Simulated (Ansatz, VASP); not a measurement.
# Ru2Rh in VASP and in Ansatz

```
Ru Rh
1.0
     2.70289    0.00000    0.00000
    -1.35145    2.34077    0.00000
     0.00000    0.00000   20.26440
Ru Rh
2 1
Direct
  0.00000 0.00000 0.39865
  0.00000 0.00000 0.60135
  0.33333 0.66667 0.50000
```

Alike in both runs: task single point; functional r2SCAN; k mesh 15 × 15 × 1; occupations fermi-dirac, width 0.05 eV; no spin polarisation.

|  | VASP | Ansatz |
| --- | --- | --- |
| version | VASP 6.6.1 | Ansatz 0.2.0 |
| potentials or method | VASP PAW PBE potentials, release 64 (Ru_pv, Rh_pv) | PAW with Ansatz's default frozen-core files, scalar-relativistic |
| plane-wave cutoff (eV) | 520 | 500 |
| valence electrons in the cell | 43 | 49 |

VASP gave:

| Item | Value |
| --- | --- |
| rms of the force components (eV/Å) | 0.319 |

Question: Which values does Ansatz return?

Answer: rms of the force components (eV/Å): 0.278.

VASP's potentials were made for PBE, not for r2SCAN. VASP's potentials hold 43 valence electrons a cell and Ansatz's 49, so a difference there can come from the potentials and not from the codes.
